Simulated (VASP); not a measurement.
Zr2O, 6 atoms in the cell. It takes space group P4_2/nnm (No. 134, tetragonal). The conventional cell has a = 4.728 Å, b = 4.728 Å, c = 4.944 Å, α = 90.00°, β = 90.00°, γ = 90.00°. Within 2.8 Å of Zr (site symmetry 2/m) lie 2 O at 2.08 Å. Within 2.8 Å of O (site symmetry -42m) lie 4 Zr at 2.08 Å.  This cell differs from its parent crystal: strain -0.015 along x and y, +0.030 along z.

- Program: VASP 6.6.1
- Task: single point
- Functional: PBEsol
- Potentials or basis: VASP PAW PBE potentials, release 64 (Zr_sv, O)
- Cutoff: 520 eV
- k mesh: 10 × 10 × 10
- Occupations: gaussian, width 0.15 eV
- Spin: no spin polarisation
- Dipole correction: no
- Further INCAR settings: ALGO = Normal; EDIFF = 1e-06; NBANDS = 39

Potentials or basis: VASP PAW PBE potentials, release 64 (Zr_sv, O).

The run is started by

```bash
$ cat potpaw_PBE.64/Zr_sv/POTCAR potpaw_PBE.64/O/POTCAR > POTCAR
$ mpirun -np 1 vasp_std > vasp.out
```

Hardware: 1 thread of Intel(R) Xeon(R) 6975P-C (Granite Rapids), with other jobs on the host.

Q: Estimate the wall time of this run.

A: Run time: 2.7 min on 1 thread of Intel(R) Xeon(R) 6975P-C (Granite Rapids), with other jobs on the host, peak memory 0.5 GiB. Counts: scf iterations 13, k points 126.
